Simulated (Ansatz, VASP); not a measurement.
CaO in VASP and in Ansatz

The input POSCAR:

```
CaO
1.0
    0.0000000000      2.4065000000      2.4065000000
    2.4065000000      0.0000000000      2.4065000000
    2.4065000000      2.4065000000      0.0000000000
Ca O
1 1
Direct
   -0.0165101244      0.0079143310     -0.0011574510
    0.5000000000      0.5000000000      0.5000000000
```

File INCAR.step1:

```
SYSTEM = CaO
PREC = Accurate ; ENCUT = 520
ISMEAR = 0 ; SIGMA = 0.05
LREAL = .FALSE. ; LASPH = .TRUE.
NELM = 80 ; NBANDS = 15
GGA = PE ; ALGO = Normal
EDIFF = 1E-4 ; LWAVE = .TRUE.
LCHARG = .FALSE.
```

INCAR.step2

```
SYSTEM = CaO
PREC = Accurate ; ENCUT = 520
EDIFF = 1E-6 ; ISMEAR = 0
SIGMA = 0.05 ; LREAL = .FALSE.
LASPH = .TRUE. ; NELM = 80
ALGO = Normal ; ISIF = 2
LWAVE = .FALSE. ; LCHARG = .FALSE.
METAGGA = R2SCAN ; LMIXTAU = .TRUE.
NBANDS = 15 ; ISTART = 1
```

KPOINTS

```
regular mesh
0
G
  10 10 10
  0 0 0
```

Input for Ansatz:

```yaml
crystal:
  lattice:
    - [0.0, 2.4065, 2.4065]
    - [2.4065, 0.0, 2.4065]
    - [2.4065, 2.4065, 0.0]
  atoms:
    - { symbol: Ca, position: [-0.0165101244, 0.007914331, -0.001157451] }
    - { symbol: O, position: [0.5, 0.5, 0.5] }
basis:
  ecutwfc: 500
  fft_grid_basis: typed
kpoints:
  mp_grid: { grid: [10, 10, 10] }
hamiltonian:
  xc: r2scan
scf:
  occupations: { method: gaussian, width: 0.05 }
output:
  forces: true
  stress: true
  eigenvalues: true
  bader: true
  write_density: true
  volumetric_format: npy
```

Alike in both runs: task single point; functional r2SCAN; k mesh 10 × 10 × 10; occupations gaussian, width 0.05 eV; no spin polarisation.

|  | VASP | Ansatz |
| --- | --- | --- |
| version | VASP 6.6.1 | Ansatz 0.2.0 |
| potentials or method | VASP PAW PBE potentials, release 64 (Ca_sv, O), cutoff 520 eV | scalar-relativistic, plane waves, PAW |
| valence electrons in the cell | 16 | 16 |

VASP gave:

```
gap on the k mesh at the Fermi level (eV)                     : 4.20
pressure (GPa)                                                : -0.2
traceless stress, the component that is largest in VASP (GPa) : 0.16
rms of the force components (eV/Å)                            : 0.103
```

Which values does Ansatz return?

gap on the k mesh at the Fermi level (eV): 4.22; pressure (GPa): -1.2; traceless stress, the component that is largest in VASP (GPa): 0.15; rms of the force components (eV/Å): 0.093.

VASP's potentials were made for PBE, not for r2SCAN. Atom by atom the forces differ by 0.010 eV/Å (rms over components). With one functional, cell and mesh, what is left measures potentials, basis and numerics.
